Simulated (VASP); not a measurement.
# Mg2Ti3O3 (P4/mmm) in VASP: single point with PBE

Aim: the single point of Mg2Ti3O3 with PBE.

Program: VASP 6.6.1. These are calculated values, not measurements. Logs are shortened: lines on timing, memory, paths and dates and some standing lists are left out, and cuts for length are marked.

## Step 1: The cell of the first run

Symmetry: P4/mmm, No. 123, tetragonal system. Conventional cell: a = 4.345 Å, b = 4.345 Å, c = 8.708 Å, α = 90.00°, β = 90.00°, γ = 90.00°. Within 3.7 Å of Mg (site symmetry 4mm) lie 5 Ti at 2.82 to 3.56 Å and 1 Mg at 3.07 Å and 4 O at 3.19 Å. Ti (site symmetry mmm) has 2 Ti at 2.17 Å and 2 O at 2.17 Å within 2.9 Å. Within 2.9 Å of Ti (site symmetry 4/mmm) lie 4 Ti at 2.17 Å and 2 Mg at 2.82 Å. O (site symmetry 4mm) has 1 O at 1.38 Å within 1.8 Å. O (site symmetry 4/mmm) has 4 Ti at 2.17 Å within 2.9 Å.

## Step 2: Single point, PBE, collinear spin, ferromagnetic start

INCAR reads:

```
SYSTEM = Mg2Ti3O3
PREC = Accurate
ENCUT = 520
EDIFF = 1E-6
ISMEAR = 0
SIGMA = 0.2
LREAL = .False.
LASPH = .True.
NELM = 150
ALGO = Normal
ISIF = 2
LWAVE = .False.
LCHARG = .True.
ISPIN = 2
MAGMOM = 0 0 1 1 1 0 0 0
LORBIT = 11
LMAXMIX = 4
GGA = PE
LELF = .True.
LVHAR = .True.
NBANDS = 43
```

KPOINTS reads:

```
regular mesh
0
Gamma
  4 4 3
  0 0 0
```

POSCAR reads:

```
Mg2Ti3O3
1.0
    4.3452583229      0.0000000000      0.0000000000
    0.0000000000      4.3452583229      0.0000000000
    0.0000000000      0.0000000000      8.7079830532
Mg Ti O
2 3 3
Direct
    0.5000000000      0.5000000000      0.8239260395
    0.5000000000      0.5000000000      0.1760739605
    0.0000000000      0.5000000000      0.5000000000
    0.5000000000      0.0000000000      0.5000000000
    0.5000000000      0.5000000000      0.5000000000
    0.0000000000      0.0000000000      0.0789783281
    0.0000000000      0.0000000000      0.9210216719
    0.0000000000      0.0000000000      0.5000000000
```

Potentials or basis: VASP PAW PBE potentials, release 64 (Mg, Ti_sv, O).

Launch:

```sh
$ cat potpaw_PBE.64/Mg/POTCAR potpaw_PBE.64/Ti_sv/POTCAR potpaw_PBE.64/O/POTCAR > POTCAR
$ mpirun -np 1 vasp_std > vasp.out
```

OUTCAR:

```text
SYSTEM = Mg2Ti3O3
   PREC = Accurate
   ENCUT = 520
   EDIFF = 1E-6
   ISMEAR = 0
   LREAL = .False.
   LASPH = .True.
   NELM = 150
   ISIF = 2
   ISPIN = 2
   LORBIT = 11
   GGA = PE

 ion  position               nearest neighbor table
   1  0.500  0.500  0.824-   5 2.82   2 3.07
   2  0.500  0.500  0.176-   5 2.82   1 3.07
   3  0.000  0.500  0.500-   5 2.17   8 2.17   8 2.17   5 2.17
   4  0.500  0.000  0.500-   5 2.17   8 2.17   5 2.17   8 2.17
   5  0.500  0.500  0.500-   3 2.17   4 2.17   4 2.17   3 2.17   1 2.82   2 2.82
   6  0.000  0.000  0.079-   7 1.38
   7  0.000  0.000  0.921-   6 1.38
   8  0.000  0.000  0.500-   3 2.17   4 2.17   3 2.17   4 2.17

  LATTYP: Found a simple tetragonal cell.
 ALAT       =     4.3452583229
 C/A-ratio  =     2.0040196476

  Lattice vectors:

 A1 = (   4.3452583229,   0.0000000000,   0.0000000000)
 A2 = (   0.0000000000,   4.3452583229,   0.0000000000)
 A3 = (   0.0000000000,   0.0000000000,   8.7079830532)

Analysis of symmetry for initial positions (statically):
=====================================================================
 Subroutine PRICEL returns:
 Original cell was already a primitive cell.

 Routine SETGRP: Setting up the symmetry group for a
 simple tetragonal supercell.

 Subroutine GETGRP returns: Found 16 space group operations
 (whereof 16 operations were pure point group operations)
 out of a pool of 16 trial point group operations.

The static configuration has the point symmetry D_4h.

Analysis of symmetry for dynamics (positions and initial velocities):
=====================================================================
 Subroutine PRICEL returns:
 Original cell was already a primitive cell.

 Routine SETGRP: Setting up the symmetry group for a
 simple tetragonal supercell.

 Subroutine GETGRP returns: Found 16 space group operations
 (whereof 16 operations were pure point group operations)
 out of a pool of 16 trial point group operations.

The dynamic configuration has the point symmetry D_4h.

Analysis of structural, dynamic, and magnetic symmetry:
=====================================================================
 Subroutine PRICEL returns:
 Original cell was already a primitive cell.

 Routine SETGRP: Setting up the symmetry group for a
 simple tetragonal supercell.

 Subroutine GETGRP returns: Found 16 space group operations
 (whereof 16 operations were pure point group operations)
 out of a pool of 16 trial point group operations.

The overall configuration has the point symmetry D_4h.

 Subroutine INISYM returns: Found 16 space group operations
 (whereof 16 operations are pure point group operations),
 and found     1 'primitive' translations

----------------------------------------------------------------------------------------

                                     Primitive cell

  volume of cell :     164.4178

  direct lattice vectors                    reciprocal lattice vectors
     4.345258323  0.000000000  0.000000000     0.230135915  0.000000000  0.000000000
     0.000000000  4.345258323  0.000000000     0.000000000  0.230135915  0.000000000
     0.000000000  0.000000000  8.707983053     0.000000000  0.000000000  0.114837155

  length of vectors
     4.345258323  4.345258323  8.707983053     0.230135915  0.230135915  0.114837155

  position of ions in fractional coordinates (direct lattice)
     0.500000000  0.500000000  0.823926040
     0.500000000  0.500000000  0.176073960
     0.000000000  0.500000000  0.500000000
     0.500000000  0.000000000  0.500000000
     0.500000000  0.500000000  0.500000000
     0.000000000  0.000000000  0.078978328
     0.000000000  0.000000000  0.921021672
     0.000000000  0.000000000  0.500000000

  ion indices of the primitive-cell ions
   primitive index   ion index
                 1           1
                 2           2
                 3           3
                 4           4
                 5           5
                 6           6
                 7           7
[... 35 lines left out ...]
  0.500000  0.500000  0.000000      1.000000
  0.000000  0.000000  0.333333      2.000000
  0.250000  0.000000  0.333333      8.000000
  0.500000  0.000000  0.333333      4.000000
  0.250000  0.250000  0.333333      8.000000
  0.500000  0.250000  0.333333      8.000000
  0.500000  0.500000  0.333333      2.000000
   k-points           NKPTS =     12   k-points in BZ     NKDIM =     12   number of bands    NBANDS=     43
   number of dos      NEDOS =    301   number of ions     NIONS =      8
   total plane-waves  NPLWV =  71680
   dimension x,y,z NGX =    32 NGY =   32 NGZ =   70
   dimension x,y,z NGXF=    64 NGYF=   64 NGZF=  140
   ions per type =               2   3   3
   NGX,Y,Z   is equivalent  to a cutoff of  12.24, 12.24, 13.36 a.u.
   NGXF,Y,Z  is equivalent  to a cutoff of  24.49, 24.49, 26.73 a.u.
 SYSTEM =  Mg2Ti3O3
   PREC   = accura    normal or accurate (medium, high low for compatibility)
   ISTART =      0    job   : 0-new  1-cont  2-samecut
   ICHARG =      2    charge: 1-file 2-atom 10-const
   ISPIN  =      2    spin polarized calculation?
   LNONCOLLINEAR =      F non collinear calculations
   LSORBIT =      F    spin-orbit coupling
   LASPH  =      T    aspherical Exc in radial PAW
   ENCUT  =  520.0 eV  38.22 Ry    6.18 a.u.   8.08  8.08 16.19*2*pi/ulx,y,z
   NELM   =    150;   NELMIN=  2; NELMDL= -5     # of ELM steps
   EDIFF  = 0.1E-05   stopping-criterion for ELM
   LREAL  =      F    real-space projection
[... 7 lines left out ...]
   TEBEG  =    0.0;   TEEND  =   0.0 temperature during run
   PSTRESS=    0.0 pullay stress
   NELECT =      58.0000    total number of electrons
   NUPDOWN=      -1.0000    fix difference up-down
   EMIN   =  10.00;   EMAX   =-10.00  energy-range for DOS
   EFERMI =   0.00;   METHOD = LEGACY
   ISMEAR =     0;   SIGMA  =   0.20  broadening in eV -4-tet -1-fermi 0-gaus
   EFERMI_NEDOS =   21; number of points for ismear=-14 and -15
   IALGO  =     38    algorithm
   IMIX   =      4    mixing-type and parameters
     AMIX     =   0.40;   BMIX     =  1.00
     AMIX_MAG =   1.60;   BMIX_MAG =  1.00
  volume/ion in A,a.u.               =      20.55       138.69
  Fermi-wavevector in a.u.,A,eV,Ry     =   1.156737  2.185916 18.205141  1.338040
  Thomas-Fermi vector in A             =   2.293354
   LORBIT       =     11    0 simple, 1 ext, 2 COOP (PROOUT), +10 PAW based schemes
   GGA     = PE    functional components
   LHFCALC =     F    Hartree Fock is set to
   AEXX    =    0.0000 exact exchange contribution
   IVDW    =     0    specifies the selected vdW correction
   LEPSILON=     F    determine dielectric tensor
   LRPA    =     F    only Hartree local field effects (RPA)
 spin polarized calculation
 Gauss-broadening in eV      SIGMA  =   0.20
  energy-cutoff  :      520.00
  volume of cell :      164.42
 maximum number of plane-waves:      4468
   NGX = 17   NGY = 17   NGZ = 33

 number of electron      57.9999988 magnetization       0.0472405

 number of electron      57.9999988 magnetization      -0.0004579

 Free energy of the ion-electron system (eV)
  ---------------------------------------------------
  ext. energy  EPLUGINS =         0.00000000
  ---------------------------------------------------
  free energy    TOTEN  =       -40.25360565 eV

  energy without entropy =      -40.08653176  energy(sigma->0) =      -40.17006870

 E-fermi :   2.7204     XC(G=0):  -8.6048

 val. band max:        2.6892641496   @ k =   0.2500   0.0000   0.0000
 cond. band min:       2.7417767101   @ k =   0.5000   0.2500   0.0000
 fundamental gap:      0.0525125605
 Fermi energy:         2.7203798409

 spin component 1

 k-point     1 :       0.0000    0.0000    0.0000
  band No.  band energies     occupation
      1     -54.1926      1.00000
      2     -53.9746      1.00000
      3     -52.3344      1.00000
      4     -31.4716      1.00000
      5     -31.4716      1.00000
      6     -30.4926      1.00000
[... 517 lines left out ...]
     40       5.7358      0.00000
     41       6.1541      0.00000
 Fermi energy:         2.7203798409

 spin component 2

 k-point     1 :       0.0000    0.0000    0.0000
  band No.  band energies     occupation
      1     -54.1926      1.00000
      2     -53.9747      1.00000
      3     -52.3344      1.00000
      4     -31.4716      1.00000
      5     -31.4716      1.00000
      6     -30.4926      1.00000
[... 517 lines left out ...]
     40       5.7357      0.00000
     41       6.1540      0.00000
 [bands above 41 left out]

------------------------ aborting loop because EDIFF is reached ----------------------------------------

  FORCE on cell =-STRESS in cart. coord.  units (eV):
  Direction    XX          YY          ZZ          XY          YZ          ZX
  --------------------------------------------------------------------------------------
  -------------------------------------------------------------------------------------
  Total        0.1683330      0.1683330      0.0337570      0.0000000     -0.0000000      0.0000000
  in kB        1.6403289      1.6403289      0.3289468      0.0000000     -0.0000000      0.0000000
  external PRESSURE =       1.2032016 kB  Pullay stress =       0.0000000 kB

 VOLUME and BASIS-vectors are now :
 -----------------------------------------------------------------------------
  energy-cutoff  :      520.00
  volume of cell :      164.42
      direct lattice vectors                 reciprocal lattice vectors
     4.345258323  0.000000000  0.000000000     0.230135915  0.000000000  0.000000000
     0.000000000  4.345258323  0.000000000     0.000000000  0.230135915  0.000000000
     0.000000000  0.000000000  8.707983053     0.000000000  0.000000000  0.114837155

 POSITION                                       TOTAL-FORCE (eV/Angst)
 -----------------------------------------------------------------------------------
      2.17263      2.17263      7.17473         0.000000      0.000000      0.005850
      2.17263      2.17263      1.53325         0.000000     -0.000000     -0.005850
      0.00000      2.17263      4.35399         0.000000      0.000000      0.000000
      2.17263      0.00000      4.35399         0.000000      0.000000      0.000000
      2.17263      2.17263      4.35399         0.000000      0.000000      0.000000
      0.00000      0.00000      0.68774         0.000000      0.000000      0.324174
      0.00000      0.00000      8.02024        -0.000000     -0.000000     -0.324174
      0.00000      0.00000      4.35399         0.000000      0.000000      0.000000
 -----------------------------------------------------------------------------------
    total drift:                                0.000000      0.000000     -0.000000

  FREE ENERGIE OF THE ION-ELECTRON SYSTEM (eV)
  ---------------------------------------------------
  free  energy   TOTEN  =       -40.2536056476 eV

  energy  without entropy=      -40.0865317614  energy(sigma->0) =      -40.17006870

 total charge

# of ion       s       p       d       tot
------------------------------------------
    1        0.242   0.056   0.007   0.305
    2        0.242   0.056   0.007   0.305
    3        2.203   6.059   2.240  10.502
    4        2.203   6.059   2.240  10.502
    5        2.309   6.100   2.712  11.120
    6        1.594   3.244   0.000   4.838
    7        1.594   3.244   0.000   4.838
    8        1.558   3.399   0.000   4.957
--------------------------------------------------
tot         11.945  28.217   7.205  47.367

 magnetization (x)

# of ion       s       p       d       tot
------------------------------------------
    1       -0.000  -0.000  -0.000  -0.000
    2       -0.000  -0.000  -0.000  -0.000
    3       -0.000  -0.000  -0.000  -0.000
    4       -0.000  -0.000  -0.000  -0.000
    5        0.000   0.000  -0.000   0.000
    6       -0.000  -0.000   0.000  -0.000
    7       -0.000  -0.000   0.000  -0.000
    8       -0.000   0.000   0.000   0.000
--------------------------------------------------
tot         -0.000  -0.000  -0.000  -0.000
```

Wall time 5.1 min (1 thread of Intel Xeon 6975P-C, shared host); peak memory 0.38 GiB.

What came out:

```
Free energy                                           : -40.2536 eV
Pressure                                              : 0.1 GPa
Largest force                                         : 0.324 eV/Å
Band gap on the k mesh                                : zero (filled and empty bands overlap)
Net moment                                            : 0.00 μB per cell
Valence electrons inside the program's atomic spheres : Mg 0.30; Ti 10.50, 11.12; O 4.84, 4.96
```

Forces on the atoms (eV/Å):
```
Mg   0.000  0.000  0.006
Mg   0.000  0.000 -0.006
Ti   0.000  0.000  0.000
Ti   0.000  0.000  0.000
Ti   0.000  0.000  0.000
O    0.000  0.000  0.324
O    0.000  0.000 -0.324
O    0.000  0.000  0.000
```

Levels at points of the mesh, in eV from the Fermi level:
Spin up:
```
           k point  band 25  band 26  band 27  band 28  band 29  band 30  band 31  band 32  band 33  band 34
(0.00, 0.00, 0.00)    -1.77    -1.72    -1.65    -1.30    -0.64    -0.14    -0.14     1.36     1.50     1.50
(0.50, 0.00, 0.00)    -1.45    -0.39    -0.20    -0.14    -0.11     0.28     0.29     0.32     1.05     1.82
(0.50, 0.50, 0.00)    -0.73    -0.06    -0.06     0.47     0.55     0.55     0.85     0.99     0.99     1.66
```
Spin down:
```tsv
k point	band 26	band 27	band 28	band 29	band 30	band 31	band 32	band 33
(0.00, 0.00, 0.00)	-1.72	-1.65	-1.30	-0.64	-0.14	-0.14	1.36	1.50
(0.50, 0.00, 0.00)	-0.39	-0.20	-0.14	-0.11	0.28	0.29	0.32	1.05
(0.50, 0.50, 0.00)	-0.06	-0.06	0.46	0.55	0.55	0.85	0.99	0.99
```

Caveat: the k points lie up to 0.36 Å⁻¹ apart.
